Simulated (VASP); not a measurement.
A run of VASP 6.6.1 is set up as follows.

The input INCAR:

```
SYSTEM = Hf
  PREC = Accurate
  ENCUT = 600
  EDIFF = 1E-6
  ISMEAR = 0
  SIGMA = 0.1
  LREAL = .FALSE.
  LASPH = .TRUE.
  NELM = 60
  ALGO = Normal
  ISIF = 3
  LWAVE = .FALSE.
  LCHARG = .FALSE.
  GGA = PS
  IBRION = 2
  NSW = 60
  EDIFFG = -0.02
```

The input KPOINTS:

```
regular mesh
0
G
  8 8 8
  0 0 0
```

File POSCAR:

```
Hf
1.0
    2.9100000000      0.0000000000      0.0000000000
    0.0000000000      2.9100000000      0.0000000000
    0.0000000000      0.0000000000      2.9100000000
Hf
1
Direct
    0.0000000000      0.0000000000      0.0000000000
```

Potentials or basis: VASP PAW PBE potentials, release 64 (Hf_pv).

Command:

```bash
$ cat potpaw_PBE.64/Hf_pv/POTCAR > POTCAR
$ mpirun -np 1 vasp_std > vasp.out
```

Task: Predict the space group after relaxing (to 0.1 Å).

Result: Pm-3m (No. 221).

Task: What does it give for the band gap on the k mesh?

Result: Zero (bands 5 and 6 overlap by 2.45 eV).

Task: What does it give for the relaxed volume?

Result: 23.71 Å³/atom.

Task: Predict the relaxed cell.

Result: a = 2.873 Å, b = 2.873 Å, c = 2.873 Å, α = 90.00°, β = 90.00°, γ = 90.00°.

Final structure:
```
Hf
1.0
     2.87277    0.00000    0.00000
     0.00000    2.87277    0.00000
     0.00000    0.00000    2.87277
Hf
1
Direct
  0.00000 0.00000 0.00000
```

Caveat: the PAW data sets were made with another functional, which shifts forces and pressure a little; spin-orbit coupling is left out, which moves the levels of the heavy elements.
